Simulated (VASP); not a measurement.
Input of a VASP 6.6.1 run:

File INCAR:

```
PREC = Accurate
ENCUT = 520
EDIFF = 1E-7
ISMEAR = 0
SIGMA = 0.15
LREAL = False
LASPH = True
NELM = 60
ALGO = Fast
ISIF = 2
LWAVE = False
LCHARG = True
GGA = CA
LELF = True
LVHAR = True
NBANDS = 11
```

Contents of KPOINTS:

```
Automatic mesh
0
Gamma
  16 16 16
```

Contents of POSCAR:

```
Ba
1.0
   -2.7158668521      2.7158668521      2.1183761447
    2.7158668521     -2.7158668521      2.1183761447
    2.7158668521      2.7158668521     -2.1183761447
Ba
1
Direct
    0.0000000000      0.0000000000      0.0000000000
```

Potentials or basis: VASP PAW LDA potentials, release 64 (Ba_sv).

Run with:

```bash
$ cat potpaw_LDA.64/Ba_sv/POTCAR > POTCAR
$ mpirun -np 1 vasp_std > vasp.out
```

Problem. Estimate the pressure.

Solution. -1.0 GPa.

Problem. What does it give for the band gap on the k mesh?

Solution. Zero (bands 5 and 6 overlap by 0.79 eV).

Stress tensor (GPa, compression positive):
```
-1.78  0.00  0.00
 0.00 -1.78  0.00
 0.00  0.00  0.44
```

Caveat: spin-orbit coupling is left out, which moves the levels of the heavy elements.
